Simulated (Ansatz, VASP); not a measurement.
**Two plane-wave programs on ScAl5**

```
Sc Al
1.0
     2.83388    0.00000    0.00000
     0.00000    2.83388    0.00000
     0.00000    0.00000   12.02311
Sc Al
1 5
Direct
  0.50000 0.50000 0.50000
  0.00000 0.00000 0.00000
  0.50000 0.50000 0.16667
  0.00000 0.00000 0.33333
  0.00000 0.00000 0.66667
  0.50000 0.50000 0.83333
```

Alike in both runs: task single point; functional PBE; k mesh 6 × 6 × 2; occupations gaussian, width 0.1 eV; no spin polarisation.

```csv
,VASP,Ansatz
version,VASP 6.6.1,Ansatz 0.2.0
potentials or method,"VASP PAW PBE potentials, release 64 (Sc_sv, Al), cutoff 520 eV","scalar-relativistic, plane waves, PAW"
valence electrons in the cell,26,26
```

Ansatz gave:

```
gap on the k mesh at the Fermi level (eV)                     : none
pressure (GPa)                                                : 8.2
traceless stress, the component that is largest in VASP (GPa) : 0.23
rms of the force components (eV/Å)                            : 0.315
```

Estimate VASP's values.

gap on the k mesh at the Fermi level (eV): none; pressure (GPa): 8.2; traceless stress, the component that is largest in VASP (GPa): 0.24; rms of the force components (eV/Å): 0.321.

Atom by atom the forces differ by 0.005 eV/Å (rms over components). A gap of «none» marks a metal or a gap that the smearing closes.

The k mesh is coarse, so the values compare programs but aren't converged.
